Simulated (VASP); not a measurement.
Set up this calculation in VASP 6.6.1, as the native input.

```yaml
Task: single point
Functional: PBE
Potentials_or_basis: VASP PAW PBE potentials, release 64 (Fe)
Cutoff: 520 eV
k_mesh: 10 × 10 × 6
Occupations: fermi-dirac, width 0.05 eV
Spin: collinear spin, ferromagnetic start
Starting_moments: "[2.25, 2.25] μB"
Fixed_moment: 4.5 μB
Dipole_correction: no
Further_INCAR_settings: ALGO = Normal; EDIFF = 1e-07; NBANDS = 19
```

The structure of Fe lies in POSCAR:

```
Fe
1.0
    2.4341575853      0.0000000000      0.0000000000
   -1.2170787927      2.1080423057      0.0000000000
    0.0000000000      0.0000000000      3.8419344700
Fe
2
Direct
    0.6666666667      0.3333333333      0.7500000000
    0.3333333333      0.6666666667      0.2500000000
```

One way to write it, as run:

INCAR

```
SYSTEM = Fe
ALGO = Normal
EDIFF = 1E-7
ENCUT = 520
GGA = PE
ISIF = 2
ISMEAR = -1
ISPIN = 2
LASPH = .TRUE.
LCHARG = .FALSE.
LMAXMIX = 4
LORBIT = 11
LREAL = .FALSE.
LWAVE = .FALSE.
MAGMOM = 2.25 2.25
NBANDS = 19
NELM = 150
NUPDOWN = 4.5
PREC = Accurate
SIGMA = 0.05
```

KPOINTS

```
k-points
0
G
  10 10 6
  0 0 0
```

Potentials or basis: VASP PAW PBE potentials, release 64 (Fe).

The run is started by

```sh
$ cat potpaw_PBE.64/Fe/POTCAR > POTCAR
$ mpirun -np 1 vasp_std > vasp.out
```

Results of the run:

```yaml
Pressure: 50.6 GPa
Net_moment: 4.50 μB per cell
Site_moments: Fe +2.21 μB
Valence_electrons_inside_the_program's_atomic_spheres: Fe 7.62
```

Caveat: the total moment is fixed, so each spin has its own Fermi level.

Wall time 18 s on 1 thread of Intel(R) Xeon(R) 6975P-C (Granite Rapids) (shared host), peak memory 0.15 GiB.
